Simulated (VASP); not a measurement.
Runs of VASP 6.6.1 on AlN. The structure is that of space group P3m1 (No. 156), or close to it. The cells are those of the table. 

```tsv
cell	gap on the mesh (eV)	pressure (GPa)	largest force (eV/Å)
a = 3.111, b = 3.111, c = 11.956 Å, angles 90.0, 90.0, 60.0°, 8 atoms	none	-3.3	2.47
a = 3.111, b = 3.111, c = 10.956 Å, angles 90.0, 90.0, 60.0°, 8 atoms	1.54	-5.4	1.92
a = 3.111, b = 3.111, c = 11.456 Å, angles 90.0, 90.0, 60.0°, 8 atoms	0.18	-4.4	2.48
a = 3.111, b = 3.111, c = 10.456 Å, angles 90.0, 90.0, 60.0°, 8 atoms	3.47	-5.3	2.00
a = 3.111, b = 3.111, c = 10.706 Å, angles 90.0, 90.0, 60.0°, 8 atoms	2.46	(a)	(b)
```

Alike in all rows: task single point; level r2SCAN; potentials or basis VASP PAW PBE potentials, release 64 (Al, N); no spin polarisation; k mesh 8 × 8 × 3; cutoff (eV) 520; smearing gaussian 0.05 eV.

Problem. Fill in the values left out.

Solution. (a) -5.6; (b) 1.76.

Caveats: the PAW data sets were made with another functional, which shifts forces and pressure a little.

A k mesh can miss the band edges.

A gap of «none» marks levels without a gap at the run's occupations.
